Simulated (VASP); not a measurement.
A run of VASP 6.6.1:

POSCAR

```
Sb
1.0
   -3.0377833185      3.0377833185      1.5990406269
    3.0377833185     -3.0377833185      1.5990406269
    3.0377833185      3.0377833185     -1.5990406269
Sb
2
Direct
   -0.3750000000     -0.1250000000     -0.2500000000
    0.3750000000      0.1250000000      0.2500000000
```

The input INCAR.step1:

```
SYSTEM = Sb
  ALGO = Normal
  EDIFF = 1E-7
  ENCUT = 520
  GGA = PE
  ISIF = 2
  ISMEAR = -1
  LASPH = .TRUE.
  LCHARG = .TRUE.
  LREAL = .FALSE.
  LWAVE = .FALSE.
  NBANDS = 12
  NELM = 100
  PREC = Accurate
  SIGMA = 0.08
```

The input KPOINTS.step1:

```
k-points
0
G
  15 15 15
  0 0 0
```

INCAR.step2

```
SYSTEM = Sb
  ALGO = Normal
  EDIFF = 1E-7
  ENCUT = 520
  GGA = PE
  ICHARG = 11
  ISIF = 2
  ISMEAR = -5
  LASPH = .TRUE.
  LCHARG = .FALSE.
  LORBIT = 11
  LREAL = .FALSE.
  LWAVE = .FALSE.
  NEDOS = 2001
  NELM = 100
  PREC = Accurate
  SIGMA = 0.08
```

Contents of KPOINTS.step2:

```
k-points
0
G
  23 23 23
  0 0 0
```

Potentials or basis: VASP PAW PBE potentials, release 64 (Sb).

Command:

```bash
$ cat potpaw_PBE.64/Sb/POTCAR > POTCAR
$ cp INCAR.step1 INCAR
$ cp KPOINTS.step1 KPOINTS
$ mpirun -np 1 vasp_std > vasp.out
$ cp INCAR.step2 INCAR
$ cp KPOINTS.step2 KPOINTS
$ mpirun -np 1 vasp_std > vasp.out
```

Hardware: 1 thread of Intel Xeon 8259CL (shared host).

Q: Estimate the wall time of this run.

A: Wall time 11 min on 1 thread of Intel Xeon 8259CL, on a shared host, peak memory 0.59 GiB. Counts: k points 936.
